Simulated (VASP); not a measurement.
A run of VASP 6.6.1:

File POSCAR:

```
Sr
1.0
    0.0000000000      3.0092674026      3.0092674026
    3.0092674026      0.0000000000      3.0092674026
    3.0092674026      3.0092674026      0.0000000000
Sr
1
Direct
    0.0000000000      0.0000000000      0.0000000000
```

File INCAR.step1:

```
SYSTEM = Sr
PREC = Accurate
ENCUT = 520
EDIFF = 1E-7
ISMEAR = 0
SIGMA = 0.05
LREAL = .FALSE.
LASPH = .TRUE.
NELM = 60
ALGO = Normal
ISIF = 2
LWAVE = .FALSE.
LCHARG = .TRUE.
GGA = PE
NBANDS = 11
```

File KPOINTS.step1:

```
Automatic mesh
0
G
  12 12 12
  0 0 0
```

Contents of INCAR.step2:

```
SYSTEM = Sr
PREC = Accurate
ENCUT = 520
EDIFF = 1E-7
ISMEAR = -5
SIGMA = 0.05
LREAL = .FALSE.
LASPH = .TRUE.
NELM = 60
ALGO = Normal
ISIF = 2
LWAVE = .FALSE.
LCHARG = .FALSE.
GGA = PE
LORBIT = 10
NEDOS = 2001
ICHARG = 11
```

The input KPOINTS.step2:

```
Automatic mesh
0
G
  18 18 18
  0 0 0
```

Potentials or basis: VASP PAW PBE potentials, release 64 (Sr_sv).

The run is started by

```console
$ cat potpaw_PBE.64/Sr_sv/POTCAR > POTCAR
$ cp INCAR.step1 INCAR
$ cp KPOINTS.step1 KPOINTS
$ mpirun -np 1 vasp_std > vasp.out
$ cp INCAR.step2 INCAR
$ cp KPOINTS.step2 KPOINTS
$ mpirun -np 1 vasp_std > vasp.out
```

Hardware: 1 thread of Intel Xeon 6975P-C (shared host).

Question: Estimate the wall time of this run.

Answer: Run time: 67 s on 1 thread of Intel Xeon 6975P-C (shared host), peak memory 0.24 GiB. Counts: k points 195.
